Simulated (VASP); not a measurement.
# KI (Pm-3m) in VASP: notebook

Runs on KI. Level: PBE. Tasks: single point.

Program: VASP 6.6.1. These are calculated values, not measurements. Logs are shortened: lines on timing, memory, paths and dates and some standing lists are left out, and cuts for length are marked.

**1. The cell of the first run**

Symmetry: Pm-3m, No. 221, cubic system. The conventional cell has a = 4.253 Å, b = 4.253 Å, c = 4.253 Å, α = 90.00°, β = 90.00°, γ = 90.00°. K (site symmetry m-3m) has 8 I at 3.68 Å and 6 K at 4.25 Å within 4.8 Å. I (site symmetry m-3m) has 8 K at 3.68 Å and 6 I at 4.25 Å within 4.8 Å.

**2. Single point, PBE (volume changed by -6%)**

Contents of INCAR:

```
ALGO = Normal ; EDIFF = 1E-7
ENCUT = 520 ; GGA = PE
ISIF = 2 ; ISMEAR = 0
LASPH = T ; LCHARG = F
LREAL = F ; LWAVE = F
NBANDS = 15 ; NELM = 80
PREC = Accurate ; SIGMA = 0.01
```

Contents of KPOINTS:

```
k-points
0
Gamma
  6 6 6
```

Contents of POSCAR:

```
KI
1.0
    4.2530709346      0.0000000000      0.0000000000
    0.0000000000      4.2530709346      0.0000000000
    0.0000000000      0.0000000000      4.2530709346
K I
1 1
Direct
    0.0000000000      0.0000000000      0.0000000000
    0.5000000000      0.5000000000      0.5000000000
```

Potentials or basis: VASP PAW PBE potentials, release 64 (K_sv, I).

On the command line:

```console
cat potpaw_PBE.64/K_sv/POTCAR potpaw_PBE.64/I/POTCAR > POTCAR
mpirun -np 1 vasp_std > vasp.out
```

OUTCAR:

```text
EDIFF = 1E-7
   ENCUT = 520
   GGA = PE
   ISIF = 2
   ISMEAR = 0
   LASPH = T
   LREAL = F
   NELM = 80
   PREC = Accurate

 ion  position               nearest neighbor table
   1  0.000  0.000  0.000-   2 3.68   2 3.68   2 3.68   2 3.68   2 3.68   2 3.68   2 3.68   2 3.68

   2  0.500  0.500  0.500-   1 3.68   1 3.68   1 3.68   1 3.68   1 3.68   1 3.68   1 3.68   1 3.68

  LATTYP: Found a simple cubic cell.
 ALAT       =     4.2530709346

  Lattice vectors:

 A1 = (   4.2530709346,   0.0000000000,   0.0000000000)
 A2 = (   0.0000000000,   4.2530709346,   0.0000000000)
 A3 = (   0.0000000000,   0.0000000000,   4.2530709346)

Analysis of symmetry for initial positions (statically):
=====================================================================
 Subroutine PRICEL returns:
 Original cell was already a primitive cell.

 Routine SETGRP: Setting up the symmetry group for a
 simple cubic supercell.

 Subroutine GETGRP returns: Found 48 space group operations
 (whereof 48 operations were pure point group operations)
 out of a pool of 48 trial point group operations.

The static configuration has the point symmetry O_h .

Analysis of symmetry for dynamics (positions and initial velocities):
=====================================================================
 Subroutine PRICEL returns:
 Original cell was already a primitive cell.

 Routine SETGRP: Setting up the symmetry group for a
 simple cubic supercell.

 Subroutine GETGRP returns: Found 48 space group operations
 (whereof 48 operations were pure point group operations)
 out of a pool of 48 trial point group operations.

The dynamic configuration has the point symmetry O_h .

 Subroutine INISYM returns: Found 48 space group operations
 (whereof 48 operations are pure point group operations),
 and found     1 'primitive' translations

----------------------------------------------------------------------------------------

                                     Primitive cell

  volume of cell :      76.9322

  direct lattice vectors                    reciprocal lattice vectors
     4.253070935  0.000000000  0.000000000     0.235124223  0.000000000  0.000000000
     0.000000000  4.253070935  0.000000000     0.000000000  0.235124223  0.000000000
     0.000000000  0.000000000  4.253070935     0.000000000  0.000000000  0.235124223

  length of vectors
[... 84 lines left out ...]
   ISYM   =      2    0-nonsym 1-usesym 2-fastsym
   POTIM  = 0.5000    time-step for ionic-motion
   TEBEG  =    0.0;   TEEND  =   0.0 temperature during run
   PSTRESS=    0.0 pullay stress
   NELECT =      16.0000    total number of electrons
   NUPDOWN=      -1.0000    fix difference up-down
   EMIN   =  10.00;   EMAX   =-10.00  energy-range for DOS
   EFERMI =   0.00;   METHOD = LEGACY
   ISMEAR =     0;   SIGMA  =   0.01  broadening in eV -4-tet -1-fermi 0-gaus
   EFERMI_NEDOS =   21; number of points for ismear=-14 and -15
   IALGO  =     38    algorithm
   IMIX   =      4    mixing-type and parameters
     AMIX     =   0.40;   BMIX     =  1.00
     AMIX_MAG =   1.60;   BMIX_MAG =  1.00
  volume/ion in A,a.u.               =      38.47       259.58
  Fermi-wavevector in a.u.,A,eV,Ry     =   0.969941  1.832924 12.800177  0.940786
  Thomas-Fermi vector in A             =   2.100036
   LORBIT       =      0    0 simple, 1 ext, 2 COOP (PROOUT), +10 PAW based schemes
   GGA     = PE    functional components
   LHFCALC =     F    Hartree Fock is set to
   AEXX    =    0.0000 exact exchange contribution
   IVDW    =     0    specifies the selected vdW correction
   LEPSILON=     F    determine dielectric tensor
   LRPA    =     F    only Hartree local field effects (RPA)
 non-spin polarized calculation
 Gauss-broadening in eV      SIGMA  =   0.01
  energy-cutoff  :      520.00
  volume of cell :       76.93
 maximum number of plane-waves:      2103
 NGX is ok and might be reduce to    32
   NGX = 15   NGY = 15   NGZ = 15

 number of electron      15.9999999 magnetization

 Free energy of the ion-electron system (eV)
  ---------------------------------------------------
  ext. energy  EPLUGINS =         0.00000000
  ---------------------------------------------------
  free energy    TOTEN  =        -5.41142675 eV

  energy without entropy =       -5.41142675  energy(sigma->0) =       -5.41142675

 E-fermi :   1.1985     XC(G=0):  -7.8191

 val. band max:        1.0604365870   @ k =   0.5000   0.5000   0.0000
 cond. band min:       4.4597077070   @ k =   0.0000   0.0000   0.0000
 fundamental gap:      3.3992711200
 Fermi energy:         1.1985487219

 k-point     1 :       0.0000    0.0000    0.0000
  band No.  band energies     occupation
      1     -28.2953      2.00000
      2     -11.7490      2.00000
      3     -11.7490      2.00000
      4     -11.7490      2.00000
      5     -10.1713      2.00000
      6       0.6842      2.00000
      7       0.6842      2.00000
      8       0.6842      2.00000
      9       4.4597      0.00000
     10       5.7696      0.00000
     11       5.7696      0.00000
     12       9.4786      0.00000
     13       9.4786      0.00000
     14       9.4786      0.00000
[... 329 lines left out ...]
      2     -11.8195      2.00000
      3     -11.8195      2.00000
      4     -11.8195      2.00000
      5      -9.6105      2.00000
      6      -0.6776      2.00000
      7      -0.6776      2.00000
      8      -0.6776      2.00000
      9       6.7055      0.00000
     10       6.7055      0.00000
     11       6.7055      0.00000
     12      10.0010      0.00000
     13      10.0010      0.00000
     14      10.0010      0.00000
     15      10.3630      0.00000

------------------------ aborting loop because EDIFF is reached ----------------------------------------

  FORCE on cell =-STRESS in cart. coord.  units (eV):
  Direction    XX          YY          ZZ          XY          YZ          ZX
  --------------------------------------------------------------------------------------
  -------------------------------------------------------------------------------------
  Total        0.4445060      0.4445060      0.4445060      0.0000000      0.0000000      0.0000000
  in kB        9.2572154      9.2572154      9.2572154      0.0000000      0.0000000      0.0000000
  external PRESSURE =       9.2572154 kB  Pullay stress =       0.0000000 kB

 VOLUME and BASIS-vectors are now :
 -----------------------------------------------------------------------------
  energy-cutoff  :      520.00
  volume of cell :       76.93
      direct lattice vectors                 reciprocal lattice vectors
     4.253070935  0.000000000  0.000000000     0.235124223  0.000000000  0.000000000
     0.000000000  4.253070935  0.000000000     0.000000000  0.235124223  0.000000000
     0.000000000  0.000000000  4.253070935     0.000000000  0.000000000  0.235124223

 POSITION                                       TOTAL-FORCE (eV/Angst)
 -----------------------------------------------------------------------------------
      0.00000      0.00000      0.00000         0.000000      0.000000      0.000000
      2.12654      2.12654      2.12654         0.000000      0.000000      0.000000
 -----------------------------------------------------------------------------------
    total drift:                                0.000000      0.000000     -0.000000

  FREE ENERGIE OF THE ION-ELECTRON SYSTEM (eV)
  ---------------------------------------------------
  free  energy   TOTEN  =        -5.4114267462 eV

  energy  without entropy=       -5.4114267462  energy(sigma->0) =       -5.41142675
```

OSZICAR:

```text
N       E                     dE             d eps       ncg     rms          rms(c)
DAV:   1     0.874981263041E+02    0.87498E+02   -0.66380E+03   600   0.928E+02
DAV:   2    -0.349870599042E+00   -0.87848E+02   -0.81666E+02   768   0.217E+02
DAV:   3    -0.530629981678E+01   -0.49564E+01   -0.49313E+01   861   0.438E+01
DAV:   4    -0.551345275622E+01   -0.20715E+00   -0.20712E+00   922   0.830E+00
DAV:   5    -0.551535687867E+01   -0.19041E-02   -0.19041E-02   868   0.861E-01    0.282E+00
DAV:   6    -0.542733397685E+01    0.88023E-01   -0.62537E-02   768   0.176E+00    0.202E+00
DAV:   7    -0.540888304360E+01    0.18451E-01   -0.89266E-02   782   0.177E+00    0.741E-01
DAV:   8    -0.541121564975E+01   -0.23326E-02   -0.13408E-02   680   0.768E-01    0.163E-01
DAV:   9    -0.541135211649E+01   -0.13647E-03   -0.52765E-04   859   0.156E-01    0.743E-02
DAV:  10    -0.541141180759E+01   -0.59691E-04   -0.90376E-05   712   0.617E-02    0.156E-02
DAV:  11    -0.541142755210E+01   -0.15745E-04   -0.24733E-05   747   0.324E-02    0.189E-02
DAV:  12    -0.541142713488E+01    0.41722E-06   -0.54245E-07   824   0.559E-03    0.130E-02
DAV:  13    -0.541142689205E+01    0.24283E-06   -0.33181E-07   775   0.323E-03    0.460E-03
DAV:  14    -0.541142674127E+01    0.15077E-06   -0.16811E-07   782   0.216E-03    0.125E-03
DAV:  15    -0.541142674618E+01   -0.49097E-08   -0.11215E-08   545   0.706E-04
   1 F= -.54114267E+01 E0= -.54114267E+01  d E =-.112872E-86
```

Wall time 16 s (1 thread of Intel Xeon Platinum 8259CL at 2.50GHz (Skylake/Cascade Lake), shared host); peak memory 0.18 GiB.

What came out:

```
Free energy            : -5.4114 eV
Pressure               : 0.9 GPa
Band gap on the k mesh : 3.40 eV, indirect (least direct gap 3.78 eV)
```

Levels at points of the mesh, in eV from the valence-band top:
```csv
k point,band 6,band 7,band 8,band 9,band 10,band 11
"(0.00, 0.00, 0.00)",-0.38,-0.38,-0.38,3.40,4.71,4.71
"(0.50, 0.00, 0.00)",-2.39,-0.30,-0.30,5.55,6.16,7.03
"(0.50, 0.50, 0.00)",-1.78,-1.78,0.00,3.89,5.70,6.78
"(0.50, 0.50, 0.50)",-1.74,-1.74,-1.74,5.65,5.65,5.65
```

Caveat: the cell differs from its parent crystal (volume changed by -6%); spin-orbit coupling is left out, which moves the levels of the heavy elements. A k mesh can miss the band edges.

**3. Single point, PBE**

This run uses another cell than the first one, of 39.50 Å³/atom, 1.027 times its volume.

Contents of INCAR:

```
PREC = Accurate
ENCUT = 520
EDIFF = 1E-6
ISMEAR = 0
SIGMA = 0.01
LREAL = False
LASPH = True
NELM = 80
ALGO = Normal
ISIF = 2
LWAVE = False
LCHARG = False
GGA = PE
NBANDS = 15
```

Contents of KPOINTS:

```
Automatic mesh
0
Gamma
  6 6 6
```

Contents of POSCAR:

```
KI
1.0
    4.2909401194      0.0000000000      0.0000000000
    0.0000000000      4.2909401194      0.0000000000
    0.0000000000      0.0000000000      4.2909401194
K I
1 1
Direct
    0.0000000000      0.0000000000      0.0000000000
    0.5000000000      0.5000000000      0.5000000000
```

Potentials or basis: VASP PAW PBE potentials, release 64 (K_sv, I).

On the command line:

```console
cat potpaw_PBE.64/K_sv/POTCAR potpaw_PBE.64/I/POTCAR > POTCAR
mpirun -np 1 vasp_std > vasp.out
```

OUTCAR:

```text
PREC = Accurate
   ENCUT = 520
   EDIFF = 1E-6
   ISMEAR = 0
   LREAL = False
   LASPH = True
   NELM = 80
   ISIF = 2
   GGA = PE

 ion  position               nearest neighbor table
   1  0.000  0.000  0.000-
   2  0.500  0.500  0.500-

  LATTYP: Found a simple cubic cell.
 ALAT       =     4.2909401194

  Lattice vectors:

 A1 = (   4.2909401194,   0.0000000000,   0.0000000000)
 A2 = (   0.0000000000,   4.2909401194,   0.0000000000)
 A3 = (   0.0000000000,   0.0000000000,   4.2909401194)

Analysis of symmetry for initial positions (statically):
=====================================================================
 Subroutine PRICEL returns:
 Original cell was already a primitive cell.

 Routine SETGRP: Setting up the symmetry group for a
 simple cubic supercell.

 Subroutine GETGRP returns: Found 48 space group operations
 (whereof 48 operations were pure point group operations)
 out of a pool of 48 trial point group operations.

The static configuration has the point symmetry O_h .

Analysis of symmetry for dynamics (positions and initial velocities):
=====================================================================
 Subroutine PRICEL returns:
 Original cell was already a primitive cell.

 Routine SETGRP: Setting up the symmetry group for a
 simple cubic supercell.

 Subroutine GETGRP returns: Found 48 space group operations
 (whereof 48 operations were pure point group operations)
 out of a pool of 48 trial point group operations.

The dynamic configuration has the point symmetry O_h .

 Subroutine INISYM returns: Found 48 space group operations
 (whereof 48 operations are pure point group operations),
 and found     1 'primitive' translations

----------------------------------------------------------------------------------------

                                     Primitive cell

[... 112 lines left out ...]
   AEXX    =    0.0000 exact exchange contribution
   IVDW    =     0    specifies the selected vdW correction
   LEPSILON=     F    determine dielectric tensor
   LRPA    =     F    only Hartree local field effects (RPA)
 non-spin polarized calculation
 Gauss-broadening in eV      SIGMA  =   0.01
  energy-cutoff  :      520.00
  volume of cell :       79.01
 maximum number of plane-waves:      2176
 NGX is ok and might be reduce to    32
   NGX = 15   NGY = 15   NGZ = 15

 number of electron      16.0000003 magnetization

 Free energy of the ion-electron system (eV)
  ---------------------------------------------------
  ext. energy  EPLUGINS =         0.00000000
  ---------------------------------------------------
  free energy    TOTEN  =        -5.42083793 eV

  energy without entropy =       -5.42083793  energy(sigma->0) =       -5.42083793

 E-fermi :   0.9655     XC(G=0):  -7.7102

 val. band max:        0.8825349076   @ k =   0.5000   0.5000   0.0000
 cond. band min:       4.2130886216   @ k =   0.0000   0.0000   0.0000
 fundamental gap:      3.3305537140
 Fermi energy:         0.9654718196

 k-point     1 :       0.0000    0.0000    0.0000
  band No.  band energies     occupation
      1     -28.4949      2.00000
      2     -11.9480      2.00000
      3     -11.9480      2.00000
      4     -11.9480      2.00000
      5     -10.2776      2.00000
      6       0.5215      2.00000
      7       0.5215      2.00000
      8       0.5215      2.00000
      9       4.2131      0.00000
     10       5.6472      0.00000
     11       5.6472      0.00000
     12       9.2711      0.00000
     13       9.2711      0.00000
     14       9.2711      0.00000
[... 329 lines left out ...]
      2     -12.0125      2.00000
      3     -12.0125      2.00000
      4     -12.0125      2.00000
      5      -9.7574      2.00000
      6      -0.7744      2.00000
      7      -0.7744      2.00000
      8      -0.7744      2.00000
      9       6.5141      0.00000
     10       6.5141      0.00000
     11       6.5141      0.00000
     12       9.7250      0.00000
     13       9.7250      0.00000
     14       9.7250      0.00000
     15      10.0337      0.00000

------------------------ aborting loop because EDIFF is reached ----------------------------------------

  FORCE on cell =-STRESS in cart. coord.  units (eV):
  Direction    XX          YY          ZZ          XY          YZ          ZX
  --------------------------------------------------------------------------------------
  -------------------------------------------------------------------------------------
  Total        0.2526681      0.2526681      0.2526681      0.0000000      0.0000000      0.0000000
  in kB        5.1239349      5.1239349      5.1239349      0.0000000      0.0000000      0.0000000
  external PRESSURE =       5.1239349 kB  Pullay stress =       0.0000000 kB

 VOLUME and BASIS-vectors are now :
 -----------------------------------------------------------------------------
  energy-cutoff  :      520.00
  volume of cell :       79.01
      direct lattice vectors                 reciprocal lattice vectors
     4.290940119  0.000000000  0.000000000     0.233049162  0.000000000  0.000000000
     0.000000000  4.290940119  0.000000000     0.000000000  0.233049162  0.000000000
     0.000000000  0.000000000  4.290940119     0.000000000  0.000000000  0.233049162

 POSITION                                       TOTAL-FORCE (eV/Angst)
 -----------------------------------------------------------------------------------
      0.00000      0.00000      0.00000         0.000000      0.000000      0.000000
      2.14547      2.14547      2.14547         0.000000      0.000000      0.000000
 -----------------------------------------------------------------------------------
    total drift:                                0.000000      0.000000     -0.000000

  FREE ENERGIE OF THE ION-ELECTRON SYSTEM (eV)
  ---------------------------------------------------
  free  energy   TOTEN  =        -5.4208379284 eV

  energy  without entropy=       -5.4208379284  energy(sigma->0) =       -5.42083793
```

OSZICAR:

```text
N       E                     dE             d eps       ncg     rms          rms(c)
DAV:   1     0.852824391224E+02    0.85282E+02   -0.65442E+03   600   0.917E+02
DAV:   2    -0.433837346496E+00   -0.85716E+02   -0.79947E+02   790   0.212E+02
DAV:   3    -0.534888542895E+01   -0.49150E+01   -0.48958E+01   884   0.438E+01
DAV:   4    -0.552726760604E+01   -0.17838E+00   -0.17836E+00   865   0.751E+00
DAV:   5    -0.552960448650E+01   -0.23369E-02   -0.23368E-02   912   0.856E-01    0.269E+00
DAV:   6    -0.543776319191E+01    0.91841E-01   -0.65765E-02   754   0.174E+00    0.193E+00
DAV:   7    -0.541814111223E+01    0.19622E-01   -0.89592E-02   803   0.173E+00    0.738E-01
DAV:   8    -0.542062568893E+01   -0.24846E-02   -0.13103E-02   644   0.759E-01    0.154E-01
DAV:   9    -0.542076816184E+01   -0.14247E-03   -0.59223E-04   866   0.163E-01    0.720E-02
DAV:  10    -0.542082223278E+01   -0.54071E-04   -0.90569E-05   713   0.612E-02    0.157E-02
DAV:  11    -0.542083834104E+01   -0.16108E-04   -0.25936E-05   712   0.331E-02    0.187E-02
DAV:  12    -0.542083792836E+01    0.41268E-06   -0.52374E-07   687   0.565E-03
   1 F= -.54208379E+01 E0= -.54208379E+01  d E =-.104957E-33
```

stdout:

```text
POSCAR found type information on POSCAR K I
 POSCAR found :  2 types and       2 ions
 scaLAPACK will be used
 LDA part: xc-table for (Slater+PW92), standard interpolation
 POSCAR, INCAR and KPOINTS ok, starting setup
 FFT: planning ... GRIDC
 FFT: planning ... GRID_SOFT
 FFT: planning ... GRID
 WAVECAR not read
 entering main loop
```

Wall time 14 s (1 thread of Intel Xeon Platinum 8259CL at 2.50GHz (Skylake/Cascade Lake), shared host); peak memory 0.19 GiB.

What came out:

```
Free energy            : -5.4208 eV
Pressure               : 0.5 GPa
Band gap on the k mesh : 3.33 eV, indirect (least direct gap 3.69 eV)
```

Levels at points of the mesh, in eV from the valence-band top:
| k point | band 5 | band 6 | band 7 | band 8 | band 9 | band 10 | band 11 | band 12 |
| --- | --- | --- | --- | --- | --- | --- | --- | --- |
| (0.00, 0.00, 0.00) | -11.16 | -0.36 | -0.36 | -0.36 | 3.33 | 4.76 | 4.76 | 8.39 |
| (0.50, 0.00, 0.00) | -10.86 | -2.29 | -0.29 | -0.29 | 5.48 | 6.18 | 7.05 | 7.05 |
| (0.50, 0.50, 0.00) | -10.81 | -1.71 | -1.71 | 0.00 | 3.92 | 5.70 | 6.80 | 6.80 |
| (0.50, 0.50, 0.50) | -10.64 | -1.66 | -1.66 | -1.66 | 5.63 | 5.63 | 5.63 | 8.84 |

Caveat: spin-orbit coupling is left out, which moves the levels of the heavy elements. A k mesh can miss the band edges.
